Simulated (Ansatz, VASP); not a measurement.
## Two plane-wave programs on Al3Sb2P

INCAR

```
ALGO = Normal
EDIFF = 1E-7
EDIFFG = -0.01
ENCUT = 600
GGA = PE
IBRION = 2
ISIF = 3
ISMEAR = 0
LASPH = True
LCHARG = False
LREAL = False
LWAVE = False
NELM = 100
NSW = 100
PREC = Accurate
SIGMA = 0.1
```

Contents of KPOINTS:

```
k-points
0
Gamma
  6 6 10
```

File POSCAR:

```
Al3Sb2P
1.0
    6.8084348660      0.0000000000      0.0000000000
   -3.4042174330      5.8962775539      0.0000000000
    0.0000000000      0.0000000000      3.8869139858
Al Sb P
3 2 1
Direct
    0.5000000000      0.0000000000      0.5000000000
    0.5000000000      0.5000000000      0.5000000000
    0.0000000000      0.5000000000      0.5000000000
    0.3333333333      0.6666666667      0.0000000000
    0.6666666667      0.3333333333      0.0000000000
    0.0000000000      0.0000000000      0.0000000000
```

Input for Ansatz:

```yaml
crystal:
  lattice:
    - [6.808434866, 0.0, 0.0]
    - [-3.404217433, 5.8962775539, 0.0]
    - [0.0, 0.0, 3.8869139858]
  atoms:
    - { symbol: Al, position: [0.5, 0.0, 0.5] }
    - { symbol: Al, position: [0.5, 0.5, 0.5] }
    - { symbol: Al, position: [0.0, 0.5, 0.5] }
    - { symbol: Sb, position: [0.3333333333, 0.6666666667, 0.0] }
    - { symbol: Sb, position: [0.6666666667, 0.3333333333, 0.0] }
    - { symbol: P, position: [0.0, 0.0, 0.0] }
basis:
  ecutwfc: 420
kpoints:
  mp_grid: { grid: [6, 6, 10] }
hamiltonian:
  xc: pbe
scf:
  occupations: { method: gaussian, width: 0.1 }
output:
  forces: true
  stress: true
  eigenvalues: true
relax:
  adjacent_minimum: "off"
  f_tol: 0.01
  max_steps: 80
  cell: { stress_tol: 0.05 }
```

Change from the starting cell: species swapped into the EuB2Rh3 type (P6/mmm, No. 191).

Alike in both runs: task relaxation of cell and atoms; functional PBE; k mesh 6 × 6 × 10; occupations gaussian, width 0.1 eV; no spin polarisation.

|  | VASP | Ansatz |
| --- | --- | --- |
| version | VASP 6.6.1 | Ansatz 0.2.0 |
| potentials or method | VASP PAW PBE potentials, release 64 (Al, Sb, P), cutoff 600 eV | scalar-relativistic, plane waves, PAW |
| valence electrons in the cell | 24 | 44 |

|  | VASP | Ansatz | Ansatz less VASP |
| --- | --- | --- | --- |
| gap on the k mesh at the Fermi level, each at its own relaxed structure (eV) | none | none | - |
| relaxed volume (Å³/atom) | 26.17 | 26.10 | -0.076 |
| relaxed cell length with the largest relative difference (Å) | 3.852 | 3.845 | -0.0074 |

A gap of «none» marks a metal or a gap that the smearing closes. VASP's potentials hold 24 valence electrons a cell and Ansatz's 44, so a difference there can come from the potentials and not from the codes.

Spin-orbit coupling is off throughout.
